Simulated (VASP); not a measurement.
# BAs (F-43m) in VASP: a series of runs

BAs is run at these levels: HF; tasks: single point, relaxation of cell and atoms.

Program: VASP 6.6.1. These are calculated values, not measurements. Logs are shortened: lines on timing, memory, paths and dates and some standing lists are left out, and cuts for length are marked.

### Step 1. The cell of the first run

It takes space group F-43m (No. 216, cubic). Conventional cell: a = 4.828 Å, b = 4.828 Å, c = 4.828 Å, α = 90.00°, β = 90.00°, γ = 90.00°. Within 2.8 Å of As (site symmetry -43m) lie 4 B at 2.09 Å. B (site symmetry -43m) has 4 As at 2.09 Å within 2.8 Å.

### Step 2. Single point, HF

POSCAR

```
BAs
1.0
    0.0000000000      2.4141378833      2.4141378833
    2.4141378833      0.0000000000      2.4141378833
    2.4141378833      2.4141378833      0.0000000000
As B
1 1
Direct
    0.7500000000      0.7500000000      0.7500000000
    0.0000000000      0.0000000000      0.0000000000
```

INCAR.step1

```
SYSTEM = BAs
PREC     = Accurate       ! precision mode
ENCUT    = 520            ! plane-wave cutoff, eV
EDIFF    = 1E-5           ! SCF threshold, eV
ISMEAR   = -1             ! smearing method
SIGMA    = 0.05           ! smearing width, eV
LREAL    = .False.        ! projectors in reciprocal space
LASPH    = .True.         ! aspherical terms in the spheres
NELM     = 100            ! most SCF steps
ALGO     = Normal         ! electronic algorithm
ISIF     = 2              ! what is computed and relaxed
LWAVE    = .True.         ! write WAVECAR
GGA      = PE             ! functional
NBANDS   = 11             ! bands
```

INCAR.step2

```
SYSTEM = BAs
PREC     = Accurate       ! precision mode
ENCUT    = 520            ! plane-wave cutoff, eV
EDIFF    = 1E-6           ! SCF threshold, eV
ISMEAR   = -1             ! smearing method
SIGMA    = 0.05           ! smearing width, eV
LREAL    = .False.        ! projectors in reciprocal space
LASPH    = .True.         ! aspherical terms in the spheres
NELM     = 100            ! most SCF steps
ALGO     = Normal         ! electronic algorithm
ISIF     = 2              ! what is computed and relaxed
LWAVE    = .False.        ! write WAVECAR
LCHARG   = .True.         ! write CHGCAR
GGA      = PE             ! functional
LHFCALC  = .True.         ! exact exchange
AEXX     = 1.0            ! exact-exchange fraction
ALDAC    = 0.0          
AGGAC    = 0.0          
PRECFOCK = Normal       
LELF     = .True.         ! ELF
LVHAR    = .True.       
ISTART   = 1            
NBANDS   = 11             ! bands
```

KPOINTS

```
regular mesh
0
Gamma
  5 5 5
  0 0 0
```

Potentials or basis: VASP PAW PBE potentials, release 64 (As, B).

Run with:

```bash
$ cat potpaw_PBE.64/As/POTCAR potpaw_PBE.64/B/POTCAR > POTCAR
$ cp INCAR.step1 INCAR
$ mpirun -np 1 vasp_std > vasp.out
$ cp INCAR.step2 INCAR
$ mpirun -np 1 vasp_std > vasp.out
```

OUTCAR:

```text
SYSTEM = BAs
   PREC = Accurate
   ENCUT = 520
   EDIFF = 1E-6
   ISMEAR = -1
   LREAL = .False.
   LASPH = .True.
   NELM = 100
   ISIF = 2
   GGA = PE
   LHFCALC = .True.
   AEXX = 1.0
   PRECFOCK = Normal
   ISTART = 1

 ion  position               nearest neighbor table
   1  0.750  0.750  0.750-   2 2.09   2 2.09   2 2.09   2 2.09
   2  0.000  0.000  0.000-   1 2.09   1 2.09   1 2.09   1 2.09

  LATTYP: Found a face centered cubic cell.
 ALAT       =     4.8282757666

  Lattice vectors:

 A1 = (   0.0000000000,   2.4141378833,   2.4141378833)
 A2 = (   2.4141378833,   0.0000000000,   2.4141378833)
 A3 = (   2.4141378833,   2.4141378833,   0.0000000000)

Analysis of symmetry for initial positions (statically):
=====================================================================
 Subroutine PRICEL returns:
 Original cell was already a primitive cell.

 Routine SETGRP: Setting up the symmetry group for a
 face centered cubic supercell.

 Subroutine GETGRP returns: Found 24 space group operations
 (whereof 24 operations were pure point group operations)
 out of a pool of 48 trial point group operations.

The static configuration has the point symmetry T_d .

Analysis of symmetry for dynamics (positions and initial velocities):
=====================================================================
 Subroutine PRICEL returns:
 Original cell was already a primitive cell.

 Routine SETGRP: Setting up the symmetry group for a
 face centered cubic supercell.

 Subroutine GETGRP returns: Found 24 space group operations
 (whereof 24 operations were pure point group operations)
 out of a pool of 48 trial point group operations.

The dynamic configuration has the point symmetry T_d .

 Subroutine INISYM returns: Found 24 space group operations
 (whereof 24 operations are pure point group operations),
 and found     1 'primitive' translations

----------------------------------------------------------------------------------------

                                     Primitive cell

  volume of cell :      28.1395

  direct lattice vectors                    reciprocal lattice vectors
     0.000000000  2.414137883  2.414137883    -0.207113274  0.207113274  0.207113274
     2.414137883  0.000000000  2.414137883     0.207113274 -0.207113274  0.207113274
     2.414137883  2.414137883  0.000000000     0.207113274  0.207113274 -0.207113274

[... 82 lines left out ...]
   EFERMI =   0.00;   METHOD = LEGACY
   ISMEAR =    -1;   SIGMA  =   0.05  broadening in eV -4-tet -1-fermi 0-gaus
   EFERMI_NEDOS =   21; number of points for ismear=-14 and -15
   IALGO  =     38    algorithm
   IMIX   =      1    mixing-type and parameters
     AMIX     =   0.40;   BMIX     =  1.00
     AMIX_MAG =   1.60;   BMIX_MAG =  1.00
  volume/ion in A,a.u.               =      14.07        94.95
  Fermi-wavevector in a.u.,A,eV,Ry     =   1.076464  2.034222 15.766081  1.158774
  Thomas-Fermi vector in A             =   2.212349
   LORBIT       =      0    0 simple, 1 ext, 2 COOP (PROOUT), +10 PAW based schemes
   GGA     = PE    functional components
   LHFCALC =     T    Hartree Fock is set to
   PRECFOCK=normal    Normal, Fast or Accurate (Low or Medium for compatibility)
   ENCUT4O =  -1.0   cutoff for four orbital integrals eV
   NKREDX  =     1    reduce k-point grid by
   NKREDY  =     1    reduce k-point grid by
   NKREDZ  =     1    reduce k-point grid by
   AEXX    =    1.0000 exact exchange contribution
   HFSCREEN=    0.0000 screening length (either q_TF or 0.3 A-1)
   HFSCREENC=   0.0000 screening length for correlation (either q_TF or 0.3 A-1)
   ENCUTFOCK=  -1.0 apply spherical cutoff to Coloumb kernel
   IVDW    =     0    specifies the selected vdW correction
   LEPSILON=     F    determine dielectric tensor
   LRPA    =     F    only Hartree local field effects (RPA)
 non-spin polarized calculation
  energy-cutoff  :      520.00
  volume of cell :       28.14
 maximum number of plane-waves:       769
 NGX is ok and might be reduce to    28
  NGX = 20; NGY = 20; NGZ = 20

 number of electron       8.0000000 magnetization

 Free energy of the ion-electron system (eV)
  ---------------------------------------------------
  ext. energy  EPLUGINS =         0.00000000
  ---------------------------------------------------
  free energy    TOTEN  =       -19.89741661 eV

  energy without entropy =      -19.89741661  energy(sigma->0) =      -19.89741661

 E-fermi :   4.7535     XC(G=0):   0.0000

 val. band max:        3.7290410935   @ k =   0.0000   0.0000   0.0000
 cond. band min:      11.3074418561   @ k =   0.4000   0.4000   0.0000
 fundamental gap:      7.5784007626
 Fermi energy:         4.7535268309

 k-point     1 :       0.0000    0.0000    0.0000
  band No.  band energies     occupation
      1     -17.2893      2.00000
      2       3.7290      2.00000
      3       3.7290      2.00000
      4       3.7290      2.00000
      5      13.9344      0.00000
      6      13.9344      0.00000
      7      13.9344      0.00000
      8      16.3668      0.00000
      9      21.0897      0.00000
     10      24.5534      0.00000
     11      24.5534      0.00000
[... 113 lines left out ...]
 k-point    10 :      -0.4000    0.4000    0.2000
  band No.  band energies     occupation
      1     -12.1297      2.00000
      2      -6.8750      2.00000
      3      -3.1437      2.00000
      4      -1.4242      2.00000
      5      15.3061      0.00000
      6      16.3065      0.00000
      7      17.5116      0.00000
      8      22.1444      0.00000
      9      23.3370      0.00000
     10      26.5140      0.00000
     11      29.7424      0.00000

------------------------ aborting loop because EDIFF is reached ----------------------------------------

  FORCE on cell =-STRESS in cart. coord.  units (eV):
  Direction    XX          YY          ZZ          XY          YZ          ZX
  --------------------------------------------------------------------------------------
  -------------------------------------------------------------------------------------
  Total       -0.4746639     -0.4746639     -0.4746639     -0.0000000      0.0000000     -0.0000000
  in kB      -27.0259240    -27.0259240    -27.0259240     -0.0000000      0.0000000     -0.0000000
  external PRESSURE =     -27.0259240 kB  Pullay stress =       0.0000000 kB

 VOLUME and BASIS-vectors are now :
 -----------------------------------------------------------------------------
  energy-cutoff  :      520.00
  volume of cell :       28.14
      direct lattice vectors                 reciprocal lattice vectors
     0.000000000  2.414137883  2.414137883    -0.207113274  0.207113274  0.207113274
     2.414137883  0.000000000  2.414137883     0.207113274 -0.207113274  0.207113274
     2.414137883  2.414137883  0.000000000     0.207113274  0.207113274 -0.207113274

 POSITION                                       TOTAL-FORCE (eV/Angst)
 -----------------------------------------------------------------------------------
      3.62121      3.62121      3.62121         0.000000      0.000000      0.000000
      0.00000      0.00000      0.00000        -0.000000     -0.000000     -0.000000
 -----------------------------------------------------------------------------------
    total drift:                                0.000000      0.000000      0.000000

  FREE ENERGIE OF THE ION-ELECTRON SYSTEM (eV)
  ---------------------------------------------------
  free  energy   TOTEN  =       -19.8974166097 eV

  energy  without entropy=      -19.8974166097  energy(sigma->0) =      -19.89741661
```

It took 4 min on 1 thread of Intel Xeon Platinum 8375C at 2.90GHz (Ice Lake), shared host; peak memory 0.16 GiB.

What came out:

- Free energy: -19.8974 eV
- Pressure: -2.7 GPa
- Band gap on the k mesh: 7.58 eV, indirect (least direct gap 10.21 eV)

Levels at points of the mesh, in eV from the valence-band top:
```
           k point  band 2  band 3  band 4  band 5  band 6  band 7
(0.00, 0.00, 0.00)    0.00    0.00    0.00   10.21   10.21   10.21
```

Caveat: the k points lie up to 0.45 Å⁻¹ apart; the PAW data sets were made with another functional, which shifts forces and pressure a little.

### Step 3. Relaxation of cell and atoms, HF

This run uses another cell than the first one, of 13.63 Å³/atom, 0.968 times its volume.

POSCAR

```
BAs
1.0
    0.0000000000      2.3885000000      2.3885000000
    2.3885000000      0.0000000000      2.3885000000
    2.3885000000      2.3885000000      0.0000000000
As B
1 1
Direct
    0.7500000000      0.7500000000      0.7500000000
    0.0000000000      0.0000000000      0.0000000000
```

INCAR.step1

```
  PREC = Accurate
  ENCUT = 600
  EDIFF = 1E-5
  ISMEAR = -1
  SIGMA = 0.05
  LREAL = False
  LASPH = True
  NELM = 60
  ALGO = Normal
  LWAVE = True
  LCHARG = False
  GGA = PE
  NBANDS = 11
```

INCAR.step2

```
  PREC = Accurate
  ENCUT = 600
  EDIFF = 1E-6
  ISMEAR = -1
  SIGMA = 0.05
  LREAL = False
  LASPH = True
  NELM = 60
  ALGO = Normal
  ISIF = 3
  LWAVE = False
  LCHARG = False
  GGA = PE
  LHFCALC = True
  AEXX = 1.0
  ALDAC = 0.0
  AGGAC = 0.0
  PRECFOCK = Normal
  IBRION = 2
  NSW = 60
  EDIFFG = -0.01
  ISTART = 1
```

KPOINTS

```
regular mesh
0
Gamma
  5 5 5
```

Potentials or basis: VASP PAW PBE potentials, release 64 (As, B).

Run with:

```bash
$ cat potpaw_PBE.64/As/POTCAR potpaw_PBE.64/B/POTCAR > POTCAR
$ cp INCAR.step1 INCAR
$ mpirun -np 1 vasp_std > vasp.out
$ cp INCAR.step2 INCAR
$ mpirun -np 1 vasp_std > vasp.out
```

Wall time 13 min (1 thread of Intel Xeon Platinum 8375C at 2.90GHz (Ice Lake), shared host); peak memory 0.18 GiB.

Results (log left out):

```
Free energy                            : -19.9030 eV
Relaxed volume                         : 13.82 Å³/atom
Relaxed cell                           : a = 3.394 Å, b = 3.394 Å, c = 3.394 Å, α = 60.00°, β = 60.00°, γ = 60.00°
Space group after relaxing (to 0.05 Å) : F-43m (No. 216)
Energy gained by relaxing              : 1.3 meV/atom
Ionic steps                            : 3
Pressure after relaxing                : 0.0 GPa
Band gap on the k mesh                 : 7.57 eV, indirect (least direct gap 10.24 eV)
```

The path:
| step | energy change (eV) | largest force (eV/Å) | pressure (GPa) | volume (Å³) |
| --- | --- | --- | --- | --- |
| 1 | 0.0000 | 0.0000 | 2.19 | 27.25 |
| 2 | -0.0004 | 0.0000 | -1.95 | 27.99 |
| 3 | -0.0026 | 0.0000 | 0.01 | 27.64 |

Final structure:
```yaml
crystal:
  lattice:
    - [0.00000, 2.39963, 2.39963]
    - [2.39963, 0.00000, 2.39963]
    - [2.39963, 2.39963, 0.00000]
  atoms:
    - { symbol: As, position: [0.75000, 0.75000, 0.75000] }
    - { symbol: B, position: [0.00000, 0.00000, 0.00000] }
```

Levels at points of the mesh, in eV from the valence-band top:
```
           k point  band 1  band 2  band 3  band 4  band 5  band 6  band 7  band 8
(0.00, 0.00, 0.00)  -21.22    0.00    0.00    0.00   10.24   10.24   10.24   12.94
```

Caveat: the k points lie up to 0.45 Å⁻¹ apart in the final cell; the PAW data sets were made with another functional, which shifts forces and pressure a little.
